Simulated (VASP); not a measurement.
AlGa7N8, 16 atoms in the cell. Symmetry: P3m1, No. 156, trigonal system. Conventional cell: a = 6.343 Å, b = 6.343 Å, c = 5.162 Å, α = 90.00°, β = 90.00°, γ = 120.00°. Al (site symmetry 3m) has 4 N at 1.90 Å within 2.5 Å. Ga (site symmetry m) has 4 N at 1.94 to 1.95 Å within 2.6 Å. Within 2.6 Å of Ga (site symmetry m) lie 4 N at 1.94 to 1.96 Å. Ga (site symmetry 3m) has 4 N at 1.94 to 1.95 Å within 2.6 Å. N (site symmetry 3m) has 1 Al at 1.90 Å and 3 Ga at 1.95 Å within 2.5 Å. Within 2.6 Å of N (site symmetry m) lie 4 Ga at 1.94 to 1.95 Å. Within 2.5 Å of N (site symmetry m) lie 1 Al at 1.90 Å and 3 Ga at 1.95 to 1.96 Å. Within 2.6 Å of N (site symmetry 3m) lie 4 Ga at 1.94 to 1.95 Å. 

```yaml
Program: VASP 6.6.1
Task: band structure
Functional: PBEsol
Potentials_or_basis: VASP PAW PBE potentials, release 64 (Al, Ga_d, N)
Cutoff: 520 eV
k_mesh: 6 × 6 × 4
Occupations: gaussian, width 0.03 eV
Spin: spin-orbit coupling, no magnetisation
Further_INCAR_settings: ALGO = Normal; EDIFF = 1e-06; NBANDS = 162
```

Potentials or basis: VASP PAW PBE potentials, release 64 (Al, Ga_d, N).

Command:

```sh
$ cat potpaw_PBE.64/Al/POTCAR potpaw_PBE.64/Ga_d/POTCAR potpaw_PBE.64/N/POTCAR > POTCAR
$ mpirun -np 4 vasp_ncl > vasp.out
```

Hardware: 4 MPI ranks on Intel(R) Xeon(R) Platinum 8488C (Sapphire Rapids), with other jobs on the host.

**Question.** Estimate the wall time of this run.

**Answer.** It took 56 min on 4 MPI ranks on Intel(R) Xeon(R) Platinum 8488C (Sapphire Rapids), with other jobs on the host, peak memory 6.3 GiB a rank. Counts: k points 114.
